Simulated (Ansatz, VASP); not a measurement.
**Ti: VASP beside Ansatz**

```xyz
2
Lattice="2.9500 -0.0147 -0.0147 -1.4878 2.5621 -0.0054 -0.0234 -0.0234 4.6860" Properties=species:S:1:pos:R:3 pbc="T T T"
Ti   -0.0144    1.6973    1.1630
Ti    1.4532    0.8266    3.5029
```

Change from the starting cell: equal xy, yz and zx shear strains of -1 %, crystal datasets.

Alike in both runs: task electric field gradients; functional PBEsol; k mesh 13 × 13 × 7; occupations fermi-dirac, width 0.08 eV; no spin polarisation.

|  | VASP | Ansatz |
| --- | --- | --- |
| version | VASP 6.6.1 | Ansatz 0.2.0 |
| potentials or method | VASP PAW PBE potentials, release 64 (Ti_sv), cutoff 520 eV | all-electron PAW with datasets made for the crystal, scalar-relativistic |

```tsv
	VASP	Ansatz	Ansatz less VASP
pressure (GPa)	-6.0	-5.8	+0.20
traceless stress, the component that is largest in VASP (GPa)	0.60	0.61	+0.006
rms of the force components (eV/Å)	0.015	0.015	+0.0002
size of Vzz on the site where it differs most (V/Å²)	16.6	18.1	+1.45
```

VASP's potentials were made for PBE, not for PBEsol. Atom by atom the forces differ by 0.000 eV/Å (rms over components). Ansatz ran all-electron here, and VASP with PAW potentials.
